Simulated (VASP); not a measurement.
Input of a VASP 6.6.1 run:

The input INCAR:

```
  PREC = Accurate
  ENCUT = 520
  EDIFF = 1E-6
  ISMEAR = -1
  SIGMA = 0.05
  LREAL = False
  LASPH = True
  NELM = 150
  ALGO = Normal
  ISIF = 2
  LWAVE = False
  LCHARG = False
  ISPIN = 2
  MAGMOM = 4
  LORBIT = 11
  LMAXMIX = 4
  GGA = PE
  NBANDS = 16
```

File KPOINTS:

```
Automatic mesh
0
Gamma
  16 16 16
```

File POSCAR:

```
Mn
1.0
    0.0000000000      1.9315000000      1.9315000000
    1.9315000000      0.0000000000      1.9315000000
    1.9315000000      1.9315000000      0.0000000000
Mn
1
Direct
    0.0000000000      0.0000000000      0.0000000000
```

Potentials or basis: VASP PAW PBE potentials, release 64 (Mn_pv).

Run with:

```console
$ cat potpaw_PBE.64/Mn_pv/POTCAR > POTCAR
$ mpirun -np 1 vasp_std > vasp.out
```

**Question.** Predict the pressure.

**Answer.** -12.1 GPa.

**Question.** Estimate the net moment.

**Answer.** 2.88 μB per cell.
